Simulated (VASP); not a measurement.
# Cs (Im-3m) in VASP: notebook

Aim: see how the results for Cs move with the level of theory and the settings. Levels: pbesol exchange, pbe correlation. Tasks: single point.

Program: VASP 6.6.1. These are calculated values, not measurements. Logs are shortened: lines on timing, memory, paths and dates and some standing lists are left out, and cuts for length are marked.

## 1. The cell of the first run

Symmetry: Im-3m, No. 229, cubic system. Conventional cell: a = 6.129 Å, b = 6.129 Å, c = 6.129 Å, α = 90.00°, β = 90.00°, γ = 90.00°.

## 2. Single point, pbesol exchange, pbe correlation (115.13 Å³/atom)

INCAR reads:

```
SYSTEM = Cs
  PREC = Accurate
  ENCUT = 500
  EDIFF = 1E-6
  ISMEAR = -5
  SIGMA = 0.05
  LREAL = .False.
  LASPH = .True.
  NELM = 120
  ALGO = Normal
  ISIF = 2
  LWAVE = .False.
  LCHARG = .True.
  GGA = LIBXC
  LIBXC1 = GGA_X_PBE_SOL
  LIBXC2 = GGA_C_PBE
  LELF = .True.
  LVHAR = .True.
  NBANDS = 10
  GGA_COMPAT = .False.
```

KPOINTS reads:

```
regular mesh
0
Gamma
  6 6 6
  0 0 0
```

POSCAR reads:

```
Cs
1.0
   -3.0646009157      3.0646009157      3.0646009157
    3.0646009157     -3.0646009157      3.0646009157
    3.0646009157      3.0646009157     -3.0646009157
Cs
1
Direct
    0.0000000000      0.0000000000      0.0000000000
```

Potentials or basis: VASP PAW PBE potentials, release 64 (Cs_sv).

Command:

```console
> cat potpaw_PBE.64/Cs_sv/POTCAR > POTCAR
> mpirun -np 1 vasp_std > vasp.out
```

OUTCAR:

```text
SYSTEM = Cs
   PREC = Accurate
   ENCUT = 500
   EDIFF = 1E-6
   ISMEAR = -5
   LREAL = .False.
   LASPH = .True.
   NELM = 120
   ISIF = 2
   GGA = LIBXC

 ion  position               nearest neighbor table
   1  0.000  0.000  0.000-

  LATTYP: Found a body centered cubic cell.
 ALAT       =     6.1292018314

  Lattice vectors:

 A1 = (  -3.0646009157,   3.0646009157,   3.0646009157)
 A2 = (   3.0646009157,  -3.0646009157,   3.0646009157)
 A3 = (   3.0646009157,   3.0646009157,  -3.0646009157)

Analysis of symmetry for initial positions (statically):
=====================================================================
 Subroutine PRICEL returns:
 Original cell was already a primitive cell.

 Routine SETGRP: Setting up the symmetry group for a
 body centered cubic supercell.

 Subroutine GETGRP returns: Found 48 space group operations
 (whereof 48 operations were pure point group operations)
 out of a pool of 48 trial point group operations.

The static configuration has the point symmetry O_h .

Analysis of symmetry for dynamics (positions and initial velocities):
=====================================================================
 Subroutine PRICEL returns:
 Original cell was already a primitive cell.

 Routine SETGRP: Setting up the symmetry group for a
 body centered cubic supercell.

 Subroutine GETGRP returns: Found 48 space group operations
 (whereof 48 operations were pure point group operations)
 out of a pool of 48 trial point group operations.

The dynamic configuration has the point symmetry O_h .

 Subroutine INISYM returns: Found 48 space group operations
 (whereof 48 operations are pure point group operations),
 and found     1 'primitive' translations

----------------------------------------------------------------------------------------

                                     Primitive cell

  volume of cell :     115.1282

  direct lattice vectors                    reciprocal lattice vectors
    -3.064600916  3.064600916  3.064600916     0.000000000  0.163153381  0.163153381
     3.064600916 -3.064600916  3.064600916     0.163153381  0.000000000  0.163153381
     3.064600916  3.064600916 -3.064600916     0.163153381  0.163153381  0.000000000

  length of vectors
     5.308044491  5.308044491  5.308044491     0.230733724  0.230733724  0.230733724
[... 73 lines left out ...]
   LREAL  =      F    real-space projection
   EDIFFG = 0.1E-04   stopping-criterion for IOM
   NSW    =      0    number of steps for IOM
   IBRION =     -1    ionic relax: 0-MD 1-quasi-New 2-CG
   NFREE  =      0    steps in history (QN), initial steepest desc. (CG)
   ISIF   =      2    stress and relaxation
   ISYM   =      2    0-nonsym 1-usesym 2-fastsym
   POTIM  = 0.5000    time-step for ionic-motion
   TEBEG  =    0.0;   TEEND  =   0.0 temperature during run
   PSTRESS=    0.0 pullay stress
   NELECT =       9.0000    total number of electrons
   NUPDOWN=      -1.0000    fix difference up-down
   EMIN   =  10.00;   EMAX   =-10.00  energy-range for DOS
   EFERMI =   0.00;   METHOD = LEGACY
   ISMEAR =    -5;   SIGMA  =   0.05  broadening in eV -4-tet -1-fermi 0-gaus
   EFERMI_NEDOS =   21; number of points for ismear=-14 and -15
   IALGO  =     38    algorithm
   IMIX   =      4    mixing-type and parameters
     AMIX     =   0.40;   BMIX     =  1.00
     AMIX_MAG =   1.60;   BMIX_MAG =  1.00
  volume/ion in A,a.u.               =     115.13       776.92
  Fermi-wavevector in a.u.,A,eV,Ry     =   0.699995  1.322799  6.666764  0.489993
  Thomas-Fermi vector in A             =   1.784027
   LORBIT       =      0    0 simple, 1 ext, 2 COOP (PROOUT), +10 PAW based schemes
   GGA     = LIBXC    functional components
   LHFCALC =     F    Hartree Fock is set to
   AEXX    =    0.0000 exact exchange contribution
   IVDW    =     0    specifies the selected vdW correction
   LEPSILON=     F    determine dielectric tensor
   LRPA    =     F    only Hartree local field effects (RPA)
 non-spin polarized calculation
 Fermi weights with tetrahedron method with Bloechl corrections
  energy-cutoff  :      500.00
  volume of cell :      115.13
 maximum number of plane-waves:      2948
   NGX = 19   NGY = 19   NGZ = 19

 number of electron       9.0000001 magnetization

 Free energy of the ion-electron system (eV)
  ---------------------------------------------------
  ext. energy  EPLUGINS =         0.00000000
  ---------------------------------------------------
  free energy    TOTEN  =        -0.96839251 eV

  energy without entropy =       -0.96839251  energy(sigma->0) =       -0.96839251

 E-fermi :   0.4297     XC(G=0):  -5.4208

 val. band max:        0.2978193435   @ k =   0.1667   0.1667   0.1667
 cond. band min:       0.4380092276   @ k =   0.3333   0.1667   0.0000
 fundamental gap:      0.1401898841
 Fermi energy:         0.4297222861

 k-point     1 :       0.0000    0.0000    0.0000
  band No.  band energies     occupation
      1     -23.3764      2.00000
      2     -10.1095      2.00000
      3     -10.1095      2.00000
      4     -10.1095      2.00000
      5      -1.2675      2.00000
      6       2.9769      0.00000
      7       2.9769      0.00000
      8       2.9769      0.00000
      9       3.8384      0.00000
     10       3.8384      0.00000
[... 183 lines left out ...]
 k-point    16 :       0.5000    0.5000    0.5000
  band No.  band energies     occupation
      1     -23.3644      2.00000
      2     -10.2073      2.00000
      3     -10.2073      2.00000
      4     -10.2073      2.00000
      5       1.0737      0.00000
      6       1.0737      0.00000
      7       3.4015      0.00000
      8       3.4015      0.00000
      9       3.4015      0.00000
     10       4.9586      0.00000

------------------------ aborting loop because EDIFF is reached ----------------------------------------

  FORCE on cell =-STRESS in cart. coord.  units (eV):
  Direction    XX          YY          ZZ          XY          YZ          ZX
  --------------------------------------------------------------------------------------
  -------------------------------------------------------------------------------------
  Total       -0.0429298     -0.0429298     -0.0429298      0.0000000      0.0000000     -0.0000000
  in kB       -0.5974312     -0.5974312     -0.5974312      0.0000000      0.0000000     -0.0000000
  external PRESSURE =      -0.5974312 kB  Pullay stress =       0.0000000 kB

 VOLUME and BASIS-vectors are now :
 -----------------------------------------------------------------------------
  energy-cutoff  :      500.00
  volume of cell :      115.13
      direct lattice vectors                 reciprocal lattice vectors
    -3.064600916  3.064600916  3.064600916     0.000000000  0.163153381  0.163153381
     3.064600916 -3.064600916  3.064600916     0.163153381  0.000000000  0.163153381
     3.064600916  3.064600916 -3.064600916     0.163153381  0.163153381  0.000000000

 POSITION                                       TOTAL-FORCE (eV/Angst)
 -----------------------------------------------------------------------------------
      0.00000      0.00000      0.00000         0.000000     -0.000000      0.000000
 -----------------------------------------------------------------------------------
    total drift:                               -0.000000      0.000000     -0.000000

  FREE ENERGIE OF THE ION-ELECTRON SYSTEM (eV)
  ---------------------------------------------------
  free  energy   TOTEN  =        -0.9683925072 eV

  energy  without entropy=       -0.9683925072  energy(sigma->0) =       -0.96839251
```

stdout:

```text
POSCAR found type information on POSCAR Cs
 POSCAR found :  1 types and       1 ions
 scaLAPACK will be used
 -----------------------------------------------------------------------------
|                                                                             |
[... 23 lines left out ...]
|     occupations, so forces and stress will be inaccurate. We suggest        |
|     using a different smearing scheme ISMEAR = 1 or 2 for metals in         |
|     relaxations.                                                            |
|                                                                             |
 -----------------------------------------------------------------------------
```

Run time: 16 s. Hardware: 1 thread of Intel Xeon Platinum 8259CL at 2.50GHz (Skylake/Cascade Lake), shared host; peak memory 0.23 GiB.

Results:

- Free energy: -0.9684 eV
- Pressure: -0.1 GPa
- Band gap on the k mesh: zero (an odd number of electrons rules out a gap without spin polarisation)

Caveat: the PAW data sets were made with another functional, which shifts forces and pressure a little; spin-orbit coupling is left out, which moves the levels of the heavy elements; tetrahedron occupations give inexact forces and stress in metals.

(Part 1 of 2 ends here.)
